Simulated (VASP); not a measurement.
MgO (zincblende type):

```
CELL_PARAMETERS angstrom
0.00000 2.24680 2.24680
2.24680 0.00000 2.24680
2.24680 2.24680 0.00000
ATOMIC_POSITIONS crystal
Mg 0.00000 0.00000 0.00000
O 0.25000 0.25000 0.25000
```

```yaml
Program: VASP 6.6.1
Task: relaxation of cell and atoms
Functional: PBE
Potentials_or_basis: VASP PAW PBE potentials, release 64 (Mg, O)
Cutoff: 600 eV
k_mesh: 13 × 13 × 13
Occupations: fermi-dirac, width 0.08 eV
Spin: no spin polarisation
```

At the start: pressure 10.0 GPa; volume 11.34 Å³/atom.

Where does the relaxation end?

Over 3 steps the energy falls by 25.4 meV/atom and the volume is 12.21 Å³/atom (+7.7 %); space group F-43m (No. 216, to 0.1 Å) before and after.

Step by step:
| step | energy change (eV) | largest force (eV/Å) | pressure (GPa) | volume (Å³) |
| --- | --- | --- | --- | --- |
| 1 | 0.0000 | 0.0000 | 9.95 | 22.68 |
| 2 | -0.0448 | 0.0000 | -2.87 | 25.08 |
| 3 | -0.0508 | 0.0000 | 0.03 | 24.42 |

Final structure:
```
CELL_PARAMETERS angstrom
0.00000 2.30275 2.30275
2.30275 0.00000 2.30275
2.30275 2.30275 0.00000
ATOMIC_POSITIONS crystal
Mg 0.00000 0.00000 0.00000
O 0.25000 0.25000 0.25000
```
